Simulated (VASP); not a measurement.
# ScAl3 (Pm-3m) in VASP: single point with PBE

Aim: the single point of ScAl3 with PBE.

All numbers are computed with VASP 6.6.1; they aren't measurements. Logs are shortened: lines on timing, memory, paths and dates and some standing lists are left out, and cuts for length are marked.

### Step 1. The cell of the first run

Symmetry: Pm-3m, No. 221, cubic system. Conventional cell: a = 4.088 Å, b = 4.088 Å, c = 4.088 Å, α = 90.00°, β = 90.00°, γ = 90.00°. Within 3.8 Å of Sc (site symmetry m-3m) lie 12 Al at 2.89 Å. Al (site symmetry 4/mmm) has 4 Sc at 2.89 Å and 8 Al at 2.89 Å within 3.8 Å.

### Step 2. Single point, PBE

Input file POSCAR:

```
ScAl3
1.0
    4.0878065700      0.0000000000      0.0000000000
    0.0000000000      4.0878065700      0.0000000000
    0.0000000000      0.0000000000      4.0878065700
Sc Al
1 3
Direct
    0.0000000000      0.0000000000      0.0000000000
    0.5000000000      0.5000000000      0.0000000000
    0.0000000000      0.5000000000      0.5000000000
    0.5000000000      0.0000000000      0.5000000000
```

Input file INCAR.step1:

```
GGA = PE
ISMEAR = 1
SIGMA = 0.1
LWAVE = False
LCHARG = True
NBANDS = 30
PREC = Accurate
LASPH = True
LREAL = False
ALGO = Normal
EDIFF = 1E-6
NELM = 120
GGA_COMPAT = False
ENCUT = 480
LMAXMIX = 4
```

Input file KPOINTS.step1:

```
k-points
0
Gamma
  7 7 7
```

Input file INCAR.step2:

```
GGA = PE
ISMEAR = -5
LWAVE = False
LCHARG = False
NBANDS = 30
PREC = Accurate
LASPH = True
LREAL = False
ALGO = Normal
EDIFF = 1E-6
NELM = 120
GGA_COMPAT = False
ENCUT = 480
LMAXMIX = 4
NEDOS = 4001
LORBIT = 11
EMIN = -9.8504
EMAX = 15.1496
ICHARG = 11
```

Input file KPOINTS.step2:

```
Automatic mesh
0
Gamma
  20 20 20
  0 0 0
```

Potentials or basis: VASP PAW PBE potentials, release 64 (Sc_sv, Al).

The run is started by

```
$ cat potpaw_PBE.64/Sc_sv/POTCAR potpaw_PBE.64/Al/POTCAR > POTCAR
$ cp INCAR.step1 INCAR
$ cp KPOINTS.step1 KPOINTS
$ mpirun -np 1 vasp_std > vasp.out
$ cp INCAR.step2 INCAR
$ cp KPOINTS.step2 KPOINTS
$ mpirun -np 1 vasp_std > vasp.out
```

OUTCAR:

```text
GGA = PE
   ISMEAR = -5
   PREC = Accurate
   LASPH = True
   LREAL = False
   EDIFF = 1E-6
   NELM = 120
   ENCUT = 480
   LORBIT = 11
   EMIN = -9.8504
   ICHARG = 11

 ion  position               nearest neighbor table
   1  0.000  0.000  0.000-   2 2.89   3 2.89   4 2.89   3 2.89   4 2.89   2 2.89   3 2.89   3 2.89
                             2 2.89   4 2.89   4 2.89   2 2.89
   2  0.500  0.500  0.000-   1 2.89   3 2.89   4 2.89   3 2.89   4 2.89   1 2.89   4 2.89   4 2.89
                             1 2.89   3 2.89   3 2.89   1 2.89
   3  0.000  0.500  0.500-   1 2.89   2 2.89   4 2.89   1 2.89   2 2.89   1 2.89   4 2.89   1 2.89
                             2 2.89   4 2.89   2 2.89   4 2.89
   4  0.500  0.000  0.500-   1 2.89   2 2.89   3 2.89   1 2.89   2 2.89   2 2.89   3 2.89   2 2.89
                             1 2.89   3 2.89   1 2.89   3 2.89

  LATTYP: Found a simple cubic cell.
 ALAT       =     4.0878065700

  Lattice vectors:

 A1 = (   4.0878065700,   0.0000000000,   0.0000000000)
 A2 = (   0.0000000000,   4.0878065700,   0.0000000000)
 A3 = (   0.0000000000,   0.0000000000,   4.0878065700)

Analysis of symmetry for initial positions (statically):
=====================================================================
 Subroutine PRICEL returns:
 Original cell was already a primitive cell.

 Routine SETGRP: Setting up the symmetry group for a
 simple cubic supercell.

 Subroutine GETGRP returns: Found 48 space group operations
 (whereof 48 operations were pure point group operations)
 out of a pool of 48 trial point group operations.

The static configuration has the point symmetry O_h .

Analysis of symmetry for dynamics (positions and initial velocities):
=====================================================================
 Subroutine PRICEL returns:
 Original cell was already a primitive cell.

 Routine SETGRP: Setting up the symmetry group for a
 simple cubic supercell.

 Subroutine GETGRP returns: Found 48 space group operations
 (whereof 48 operations were pure point group operations)
 out of a pool of 48 trial point group operations.

The dynamic configuration has the point symmetry O_h .

 Subroutine INISYM returns: Found 48 space group operations
 (whereof 48 operations are pure point group operations),
 and found     1 'primitive' translations

----------------------------------------------------------------------------------------

                                     Primitive cell

  volume of cell :      68.3079

  direct lattice vectors                    reciprocal lattice vectors
     4.087806570  0.000000000  0.000000000     0.244629970  0.000000000  0.000000000
     0.000000000  4.087806570  0.000000000     0.000000000  0.244629970  0.000000000
     0.000000000  0.000000000  4.087806570     0.000000000  0.000000000  0.244629970

  length of vectors
     4.087806570  4.087806570  4.087806570     0.244629970  0.244629970  0.244629970

  position of ions in fractional coordinates (direct lattice)
     0.000000000  0.000000000  0.000000000
     0.500000000  0.500000000  0.000000000
     0.000000000  0.500000000  0.500000000
     0.500000000  0.000000000  0.500000000

  ion indices of the primitive-cell ions
   primitive index   ion index
                 1           1
                 2           2
                 3           3
                 4           4

----------------------------------------------------------------------------------------

 KPOINTS: Automatic mesh

Automatic generation of k-mesh.
 Grid dimensions read from file:
 generate k-points for:   20   20   20

 Generating k-lattice:

  Cartesian coordinates                     Fractional coordinates (reciprocal lattice)
     0.012231499  0.000000000  0.000000000     0.050000000  0.000000000  0.000000000
     0.000000000  0.012231499  0.000000000     0.000000000  0.050000000  0.000000000
     0.000000000  0.000000000  0.012231499     0.000000000  0.000000000  0.050000000

  Length of vectors
     0.012231499  0.012231499  0.012231499

  Shift w.r.t. Gamma in fractional coordinates (k-lattice)
     0.000000000  0.000000000  0.000000000

 TETIRR: Found   3982 inequivalent tetrahedra from    48000

 Subroutine IBZKPT returns following result:
 ===========================================

 Found    286 irreducible k-points:

 Following reciprocal coordinates:
            Coordinates               Weight
  0.000000  0.000000  0.000000      1.000000
  0.050000  0.000000  0.000000      6.000000
  0.100000  0.000000  0.000000      6.000000
  0.150000  0.000000  0.000000      6.000000
  0.200000  0.000000  0.000000      6.000000
  0.250000  0.000000  0.000000      6.000000
[... 16 lines left out ...]
  0.150000  0.100000  0.000000     24.000000
  0.200000  0.100000  0.000000     24.000000
 [... further k-points ...]
   k-points           NKPTS =    286   k-points in BZ     NKDIM =    286   number of bands    NBANDS=     30
   number of dos      NEDOS =   4001   number of ions     NIONS =      4
   total plane-waves  NPLWV =  27000
   dimension x,y,z NGX =    30 NGY =   30 NGZ =   30
   dimension x,y,z NGXF=    60 NGYF=   60 NGZF=   60
   ions per type =               1   3
   NGX,Y,Z   is equivalent  to a cutoff of  12.20, 12.20, 12.20 a.u.
   NGXF,Y,Z  is equivalent  to a cutoff of  24.40, 24.40, 24.40 a.u.
 SYSTEM =  unknown system
   PREC   = accura    normal or accurate (medium, high low for compatibility)
   ISTART =      0    job   : 0-new  1-cont  2-samecut
   ICHARG =     11    charge: 1-file 2-atom 10-const
   ISPIN  =      1    spin polarized calculation?
   LNONCOLLINEAR =      F non collinear calculations
   LSORBIT =      F    spin-orbit coupling
   LASPH  =      T    aspherical Exc in radial PAW
   ENCUT  =  480.0 eV  35.28 Ry    5.94 a.u.   7.30  7.30  7.30*2*pi/ulx,y,z
   NELM   =    120;   NELMIN=  2; NELMDL=  0     # of ELM steps
   EDIFF  = 0.1E-05   stopping-criterion for ELM
   LREAL  =      F    real-space projection
   EDIFFG = 0.1E-04   stopping-criterion for IOM
   NSW    =      0    number of steps for IOM
   IBRION =     -1    ionic relax: 0-MD 1-quasi-New 2-CG
   NFREE  =      0    steps in history (QN), initial steepest desc. (CG)
   ISIF   =      2    stress and relaxation
   ISYM   =      2    0-nonsym 1-usesym 2-fastsym
   POTIM  = 0.5000    time-step for ionic-motion
   TEBEG  =    0.0;   TEEND  =   0.0 temperature during run

   SCALEE = 1.0000    scale energy and forces
   PSTRESS=    0.0 pullay stress
   NELECT =      20.0000    total number of electrons
   NUPDOWN=      -1.0000    fix difference up-down
   EMIN   =  -9.85;   EMAX   = 15.15  energy-range for DOS
   EFERMI =   0.00;   METHOD = LEGACY
   ISMEAR =    -5;   SIGMA  =   0.20  broadening in eV -4-tet -1-fermi 0-gaus
   EFERMI_NEDOS =   21; number of points for ismear=-14 and -15
   IALGO  =     38    algorithm
   IMIX   =      4    mixing-type and parameters
     AMIX     =   0.40;   BMIX     =  1.00
     AMIX_MAG =   1.60;   BMIX_MAG =  1.00
  volume/ion in A,a.u.               =      17.08       115.24
  Fermi-wavevector in a.u.,A,eV,Ry     =   1.087079  2.054282 16.078563  1.181741
  Thomas-Fermi vector in A             =   2.223230
   LORBIT       =     11    0 simple, 1 ext, 2 COOP (PROOUT), +10 PAW based schemes
   GGA     = PE    functional components
   LHFCALC =     F    Hartree Fock is set to
   AEXX    =    0.0000 exact exchange contribution
   IVDW    =     0    specifies the selected vdW correction
   LEPSILON=     F    determine dielectric tensor
   LRPA    =     F    only Hartree local field effects (RPA)

   CSHIFT  =0.1000    complex shift for real part using Kramers Kronig

   OMEGAMAX=  -1.0    maximum frequency
 non-spin polarized calculation
 Fermi weights with tetrahedron method with Bloechl corrections
  energy-cutoff  :      480.00
  volume of cell :       68.31
 maximum number of plane-waves:      1654
 NGX is ok and might be reduce to    30

 number of electron      19.9999996 magnetization

 Free energy of the ion-electron system (eV)
  ---------------------------------------------------
  ext. energy  EPLUGINS =         0.00000000
  ---------------------------------------------------
  free energy    TOTEN  =       -19.29539261 eV

  energy without entropy =      -19.29539261  energy(sigma->0) =      -19.29539261

 E-fermi :   7.2726     XC(G=0): -10.4167

 val. band max:        7.2718991242   @ k =   0.3500   0.2500   0.0000
 cond. band min:       7.2591300910   @ k =   0.4500   0.1000   0.1000
 fundamental gap:     -0.0127690332
 Fermi energy:         7.2726042702

 k-point     1 :       0.0000    0.0000    0.0000
  band No.  band energies     occupation
      1     -41.7132      2.00000
      2     -20.4160      2.00000
      3     -20.4160      2.00000
      4     -20.4160      2.00000
      5      -2.7554      2.00000
      6       4.6493      2.00000
[... 14 lines left out ...]
     21      15.5828      0.00000
     22      15.5828      0.00000

 k-point     2 :       0.0500    0.0000    0.0000
  band No.  band energies     occupation
      1     -41.7132      2.00000
      2     -20.4168      2.00000
      3     -20.4160      2.00000
      4     -20.4160      2.00000
      5      -2.7323      2.00000
      6       4.3826      2.00000
[... 14 lines left out ...]
     21      15.0643      0.00000
     22      15.5585      0.00000
[... 523 lines left out ...]
     21      14.2409      0.00000
     22      15.0810      0.00000

 k-point    24 :       0.2000    0.1000    0.0000
  band No.  band energies     occupation
      1     -41.7126      2.00000
      2     -20.4269      2.00000
      3     -20.4182      2.00000
      4     -20.4149      2.00000
      5      -2.2991      2.00000
      6       2.7859      2.00000
[... 14 lines left out ...]
     21      14.3419      0.00000
     22      14.6674      0.00000

 [... further k-points ...]

 [bands above 22 left out]

------------------------ aborting loop because EDIFF is reached ----------------------------------------

  FORCE on cell =-STRESS in cart. coord.  units (eV):
  Direction    XX          YY          ZZ          XY          YZ          ZX
  --------------------------------------------------------------------------------------
  -------------------------------------------------------------------------------------
  Total        0.6031395      0.6031395      0.6031395      0.0000000      0.0000000      0.0000000
  in kB       14.1467718     14.1467718     14.1467718      0.0000000      0.0000000      0.0000000
  external PRESSURE =      14.1467718 kB  Pullay stress =       0.0000000 kB

 VOLUME and BASIS-vectors are now :
 -----------------------------------------------------------------------------
  energy-cutoff  :      480.00
  volume of cell :       68.31
      direct lattice vectors                 reciprocal lattice vectors
     4.087806570  0.000000000  0.000000000     0.244629970  0.000000000  0.000000000
     0.000000000  4.087806570  0.000000000     0.000000000  0.244629970  0.000000000
     0.000000000  0.000000000  4.087806570     0.000000000  0.000000000  0.244629970

 POSITION                                       TOTAL-FORCE (eV/Angst)
 -----------------------------------------------------------------------------------
      0.00000      0.00000      0.00000         0.000000      0.000000      0.000000
      2.04390      2.04390      0.00000         0.000000      0.000000      0.000000
      0.00000      2.04390      2.04390         0.000000      0.000000      0.000000
      2.04390      0.00000      2.04390         0.000000      0.000000      0.000000
 -----------------------------------------------------------------------------------
    total drift:                                0.000000     -0.000000      0.000000

  FREE ENERGIE OF THE ION-ELECTRON SYSTEM (eV)
  ---------------------------------------------------
  free  energy   TOTEN  =       -19.2953926105 eV

  energy  without entropy=      -19.2953926105  energy(sigma->0) =      -19.29539261

 total charge

# of ion       s       p       d       tot
------------------------------------------
    1        2.186   6.141   1.298   9.624
    2        0.417   0.379   0.000   0.796
    3        0.417   0.379   0.000   0.796
    4        0.417   0.379   0.000   0.796
--------------------------------------------------
tot          3.436   7.279   1.298  12.013
```

Wall time 1.9 min (1 thread of Intel Xeon 6975P-C (Granite Rapids), shared host); peak memory 0.47 GiB.

Results:

| Property | Result |
| --- | --- |
| Valence electrons inside the program's atomic spheres | Sc 9.62; Al 0.80 |
| Density of states at the Fermi level | 0.32 states/eV/atom |

Levels at points of the mesh, in eV from the Fermi level:
```
           k point  band 6  band 7  band 8  band 9  band 10  band 11  band 12  band 13  band 14  band 15
(0.00, 0.00, 0.00)   -2.62   -2.62   -1.81   -1.81    -1.81     1.27     1.30     1.30     1.30     4.77
(0.50, 0.00, 0.00)   -7.33   -1.72   -1.72   -1.48     0.87     1.00     1.00     1.36     1.63     2.17
(0.50, 0.50, 0.00)   -5.63   -5.63   -4.36   -0.54    -0.54     1.21     1.38     2.08     2.50     3.44
(0.50, 0.50, 0.50)   -4.80   -4.80   -4.46   -2.96    -2.96    -2.96     0.96     2.61     2.61     4.03
```

Caveat: tetrahedron occupations give inexact forces and stress in metals.
